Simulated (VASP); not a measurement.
# Si5C4 in VASP: further runs

Si5C4 is run at these levels: PBE; tasks: single point.

Everything below comes from runs of VASP 6.6.1. Logs are shortened: lines on timing, memory, paths and dates and some standing lists are left out, and cuts for length are marked.

## (1) The cell of the first run

The cell holds a slab with vacuum, 9 atoms: a = 3.092 Å, b = 5.074 Å, c = 18.969 Å, α = 90.00°, β = 90.00°, γ = 90.00°.

## (2) Single point, PBE, collinear spin

The input, INCAR:

```
PREC = Accurate
ENCUT = 520
EDIFF = 1E-7
ISMEAR = 0
SIGMA = 0.05
LREAL = F
LASPH = T
NELM = 150
ALGO = Normal
ISIF = 2
LWAVE = F
LCHARG = T
ISPIN = 2
MAGMOM = 0 0 0 0 2 0 0 0 0
LORBIT = 11
LDIPOL = T
IDIPOL = 3
DIPOL = 0.5 0.5 0.323
GGA = PE
LELF = T
LVHAR = T
LVACPOTAV = T
NBANDS = 32
```

The input, KPOINTS:

```
Automatic mesh
0
Gamma
  9 5 1
```

The input, POSCAR:

```
Si5C4
1.0
    3.0920147377      0.0000000000      0.0000000000
    0.0000000000      5.0738209500      0.0000000000
    0.0000000000      0.0000000000     18.9686852044
Si C
5 4
Direct
    0.0000000000      0.9954360498      0.2108738669
    0.5000000000      0.4954360498      0.2579297257
    0.5000000000      0.9936729075      0.3565277077
    0.0000000000      0.4650510040      0.3853429996
    0.5000000000      0.6238203333      0.4801584379
    0.0000000000      0.6195639502      0.2108738669
    0.5000000000      0.1195639502      0.2579297257
    0.5000000000      0.6250368441      0.3569005348
    0.0000000000      0.1238203333      0.3937376325
```

Potentials or basis: VASP PAW PBE potentials, release 64 (Si, C).

Command:

```bash
$ cat potpaw_PBE.64/Si/POTCAR potpaw_PBE.64/C/POTCAR > POTCAR
$ mpirun -np 1 vasp_std > vasp.out
```

OUTCAR:

```text
PREC = Accurate
   ENCUT = 520
   EDIFF = 1E-7
   ISMEAR = 0
   LREAL = F
   LASPH = T
   NELM = 150
   ISIF = 2
   ISPIN = 2
   LORBIT = 11
   GGA = PE

 ion  position               nearest neighbor table
   1  0.000  0.995  0.211-   7 1.89   7 1.89   6 1.91   2 3.10   2 3.10   2 3.10   2 3.10
   2  0.500  0.495  0.258-   6 1.89   6 1.89   7 1.91   8 1.99   4 2.87   4 2.87   1 3.10   1 3.10
                             1 3.10   1 3.10   3 3.14
   3  0.500  0.994  0.357-   9 1.82   9 1.82   8 1.87   7 1.98   4 2.90   4 2.90   5 3.00   4 3.14
                             4 3.14   2 3.14
   4  0.000  0.465  0.385-   9 1.74   8 1.83   8 1.83   5 2.50   5 2.50   2 2.87   2 2.87   3 2.90
                             3 2.90   3 3.14   3 3.14
   5  0.500  0.624  0.480-   8 2.34   4 2.50   4 2.50   3 3.00
   6  0.000  0.620  0.211-   2 1.89   2 1.89   1 1.91
   7  0.500  0.120  0.258-   1 1.89   1 1.89   2 1.91   3 1.98
   8  0.500  0.625  0.357-   4 1.83   4 1.83   3 1.87   2 1.99   5 2.34
   9  0.000  0.124  0.394-   4 1.74   3 1.82   3 1.82

  LATTYP: Found a simple orthorhombic cell.
 ALAT       =     3.0920147377
 B/A-ratio  =     1.6409433267
 C/A-ratio  =     6.1347331153

  Lattice vectors:

 A1 = (   3.0920147377,   0.0000000000,   0.0000000000)
 A2 = (   0.0000000000,   5.0738209500,   0.0000000000)
 A3 = (   0.0000000000,   0.0000000000,  18.9686852044)

Analysis of symmetry for initial positions (statically):
=====================================================================
 Subroutine PRICEL returns:
 Original cell was already a primitive cell.

 Routine SETGRP: Setting up the symmetry group for a
 simple orthorhombic supercell.

 Subroutine GETGRP returns: Found  2 space group operations
 (whereof  2 operations were pure point group operations)
 out of a pool of  8 trial point group operations.

The static configuration has the point symmetry C_1h.

Analysis of symmetry for dynamics (positions and initial velocities):
=====================================================================
 Subroutine PRICEL returns:
 Original cell was already a primitive cell.

 Routine SETGRP: Setting up the symmetry group for a
 simple orthorhombic supercell.

 Subroutine GETGRP returns: Found  2 space group operations
 (whereof  2 operations were pure point group operations)
 out of a pool of  8 trial point group operations.

The dynamic configuration has the point symmetry C_1h.

Analysis of structural, dynamic, and magnetic symmetry:
[... 165 lines left out ...]

 E-fermi :   0.0923     XC(G=0):  -4.7560

 val. band max:        0.0546317228   @ k =   0.3333   0.0000   0.0000
 cond. band min:       0.1350536581   @ k =   0.1111   0.4000   0.0000
 fundamental gap:      0.0804219353
 Fermi energy:         0.0922791661

 spin component 1

 k-point     1 :       0.0000    0.0000    0.0000
  band No.  band energies     occupation
      1     -16.2792      1.00000
      2     -14.0448      1.00000
      3     -12.5138      1.00000
      4     -10.7020      1.00000
      5      -9.7114      1.00000
      6      -9.4300      1.00000
[... 484 lines left out ...]
     29       6.1372      0.00000
     30       6.6555      0.00000
 Fermi energy:         0.0922791661

 spin component 2

 k-point     1 :       0.0000    0.0000    0.0000
  band No.  band energies     occupation
      1     -16.2696      1.00000
      2     -14.0218      1.00000
      3     -12.5134      1.00000
      4     -10.7057      1.00000
      5      -9.6715      1.00000
      6      -9.4074      1.00000
[... 484 lines left out ...]
     29       6.1844      0.00000
     30       6.7031      0.00000
 [bands above 30 left out]

------------------------ aborting loop because EDIFF is reached ----------------------------------------

  FORCE on cell =-STRESS in cart. coord.  units (eV):
  Direction    XX          YY          ZZ          XY          YZ          ZX
  --------------------------------------------------------------------------------------
  -------------------------------------------------------------------------------------
  Total        2.7299343      2.5187189     -1.9644566      0.0000000      1.4689121      0.0000000
  in kB       14.6976821     13.5605205    -10.5764300      0.0000000      7.9084698      0.0000000
  external PRESSURE =       5.8939242 kB  Pullay stress =       0.0000000 kB

 VOLUME and BASIS-vectors are now :
 -----------------------------------------------------------------------------
  energy-cutoff  :      520.00
  volume of cell :      297.59
      direct lattice vectors                 reciprocal lattice vectors
     3.092014738  0.000000000  0.000000000     0.323413724  0.000000000  0.000000000
     0.000000000  5.073820950  0.000000000     0.000000000  0.197090124  0.000000000
     0.000000000  0.000000000 18.968685204     0.000000000  0.000000000  0.052718467

 POSITION                                       TOTAL-FORCE (eV/Angst)
 -----------------------------------------------------------------------------------
      0.00000      5.05066      4.00000         0.000000     -1.783802      1.827175
      1.54601      2.51375      4.89259         0.000000      0.614734     -3.175402
      1.54601      5.04172      6.76286         0.000000      0.313490     -0.494714
      0.00000      2.35959      7.30945         0.000000      0.121429      1.589607
      1.54601      3.16515      9.10797         0.000000      0.640882     -0.004281
      0.00000      3.14356      4.00000         0.000000      0.876231      1.677335
      1.54601      0.60665      4.89259         0.000000      0.245836     -0.685598
      1.54601      3.17133      6.76993         0.000000      0.389644     -0.264275
      0.00000      0.62824      7.46869         0.000000     -1.418445     -0.469848
 -----------------------------------------------------------------------------------
    total drift:                                0.000000     -0.000139      0.000046

  FREE ENERGIE OF THE ION-ELECTRON SYSTEM (eV)
  ---------------------------------------------------
  free  energy   TOTEN  =       -58.3343437057 eV

  energy  without entropy=      -58.3330630303  energy(sigma->0) =      -58.33370337

 vacuum level on the upper side and lower side of the slab         4.066         4.884

 total charge

# of ion       s       p       d       tot
------------------------------------------
    1        0.753   0.865   0.000   1.617
    2        0.714   0.912   0.000   1.626
    3        0.713   0.962   0.000   1.675
    4        0.725   1.040   0.000   1.766
    5        0.932   0.601   0.000   1.534
    6        0.857   1.529   0.000   2.387
    7        0.853   1.627   0.000   2.480
    8        0.863   1.691   0.000   2.554
    9        0.866   1.664   0.000   2.530
--------------------------------------------------
tot          7.277  10.892   0.000  18.169

 magnetization (x)

# of ion       s       p       d       tot
------------------------------------------
    1        0.020   0.051   0.000   0.071
    2        0.001   0.003   0.000   0.004
    3        0.002   0.004   0.000   0.006
    4       -0.000  -0.001   0.000  -0.001
    5        0.001   0.024   0.000   0.025
    6        0.000  -0.010   0.000  -0.009
    7        0.001  -0.001   0.000   0.000
    8        0.000  -0.001   0.000  -0.001
    9        0.002  -0.003   0.000  -0.001
--------------------------------------------------
tot          0.027   0.067   0.000   0.093
```

OSZICAR:

```text
N       E                     dE             d eps       ncg     rms          rms(c)
DAV:   1     0.197145013493E+03    0.19715E+03   -0.13303E+04  1920   0.874E+02
DAV:   2    -0.363576436379E+02   -0.23350E+03   -0.21879E+03  2584   0.187E+02
DAV:   3    -0.658767201809E+02   -0.29519E+02   -0.28931E+02  2504   0.639E+01
[... 27 lines left out ...]
DAV:  31    -0.583343427845E+02   -0.39756E-06   -0.12630E-07  2032   0.223E-03    0.208E-04
DAV:  32    -0.583343433193E+02   -0.53472E-06   -0.77604E-08  2088   0.155E-03    0.983E-05
DAV:  33    -0.583343435688E+02   -0.24951E-06   -0.38781E-08  1936   0.100E-03    0.499E-05
DAV:  34    -0.583343436747E+02   -0.10595E-06   -0.10819E-08  1880   0.486E-04    0.297E-05
DAV:  35    -0.583343437057E+02   -0.30945E-07   -0.29417E-09  1840   0.245E-04
   1 F= -.58334344E+02 E0= -.58333703E+02  d E =-.128068E-02  mag=     0.2662
```

It took 7.4 min on 1 thread of Intel Xeon 6975P-C (Granite Rapids), shared host; peak memory 0.55 GiB.

What came out:

```yaml
Free_energy: -58.3343 eV
Largest_force: 3.234 eV/Å
Net_moment: 0.27 μB per cell
Site_moments: Si +0.07, +0.00, +0.01, -0.00, +0.03; C -0.01, +0.00, -0.00 μB
Valence_electrons_inside_the_program's_atomic_spheres: Si 1.62, 1.63, 1.68, 1.77, 1.53; C 2.39, 2.48, 2.55, 2.53
```

Forces on the atoms (eV/Å):
```
Si   0.000 -1.784  1.827
Si   0.000  0.615 -3.175
Si   0.000  0.313 -0.495
Si   0.000  0.121  1.590
Si   0.000  0.641 -0.004
C    0.000  0.876  1.677
C    0.000  0.246 -0.686
C    0.000  0.390 -0.264
C    0.000 -1.418 -0.470
```

Levels at points of the mesh, in eV from the Fermi level:
Spin up:
```tsv
k point	band 16	band 17	band 18	band 19	band 20	band 21
(0.00, 0.00, 0.00)	-0.84	-0.73	-0.72	0.22	1.24	2.07
```
Spin down:
| k point | band 14 | band 15 | band 16 | band 17 | band 18 | band 19 | band 20 | band 21 | band 22 | band 23 |
| --- | --- | --- | --- | --- | --- | --- | --- | --- | --- | --- |
| (0.00, 0.00, 0.00) | -2.28 | -1.70 | -0.85 | -0.74 | -0.61 | 0.39 | 1.39 | 2.09 | 3.44 | 3.70 |

## (3) Single point, PBE, collinear spin

The input, INCAR:

```
SYSTEM = Si5C4
PREC = Accurate
ENCUT = 520
EDIFF = 1E-7
ISMEAR = 0
SIGMA = 0.05
LREAL = .FALSE.
LASPH = .TRUE.
NELM = 150
ALGO = Normal
ISIF = 2
LWAVE = .FALSE.
LCHARG = .FALSE.
ISPIN = 2
MAGMOM = 0 0 0 0 2 0 0 0 0
LORBIT = 11
LDIPOL = .TRUE.
IDIPOL = 3
DIPOL = 0.5 0.5 0.326
GGA = PE
NBANDS = 32
```

The input, KPOINTS:

```
regular mesh
0
G
  9 5 1
  0 0 0
```

Changes to POSCAR since step 2:

```diff
@@ -12,3 +12,3 @@
     0.0000000000      0.4650510040      0.3853429996
-    0.5000000000      0.6238203333      0.4801584379
+    0.5000000000      0.9571536666      0.5016877277
     0.0000000000      0.6195639502      0.2108738669
```

Potentials or basis: VASP PAW PBE potentials, release 64 (Si, C).

Command:

```bash
$ cat potpaw_PBE.64/Si/POTCAR potpaw_PBE.64/C/POTCAR > POTCAR
$ mpirun -np 1 vasp_std > vasp.out
```

It took 12 min on 1 thread of Intel Xeon 6975P-C (Granite Rapids), shared host; peak memory 0.57 GiB.

Results (log left out):

```yaml
Free_energy: -58.0863 eV
Largest_force: 2.922 eV/Å
Net_moment: 0.12 μB per cell
Site_moments: Si +0.06, +0.01, -0.01; C -0.02, +0.00, -0.01, -0.00 μB
Valence_electrons_inside_the_program's_atomic_spheres: Si 1.62, 1.63, 1.68, 1.72, 1.47; C 2.39, 2.48, 2.54
```

Forces on the atoms (eV/Å):
```
Si   0.000 -2.045  1.667
Si   0.000  0.725 -2.831
Si   0.000 -0.632 -1.712
Si   0.000  1.783  1.049
Si   0.000 -0.028 -0.012
C    0.000  1.142  1.552
C    0.000  0.289 -0.299
C    0.000 -0.391 -0.363
C    0.000 -0.842  0.949
```

Levels at points of the mesh, in eV from the Fermi level:
Spin up:
```tsv
k point	band 15	band 16	band 17	band 18	band 19	band 20	band 21	band 22
(0.00, 0.00, 0.00)	-2.09	-1.07	-0.79	-0.15	0.49	0.97	2.03	2.40
```
Spin down:
```
           k point  band 16  band 17  band 18  band 19  band 20  band 21
(0.00, 0.00, 0.00)    -1.11    -0.81    -0.12     0.70     0.99     2.05
```
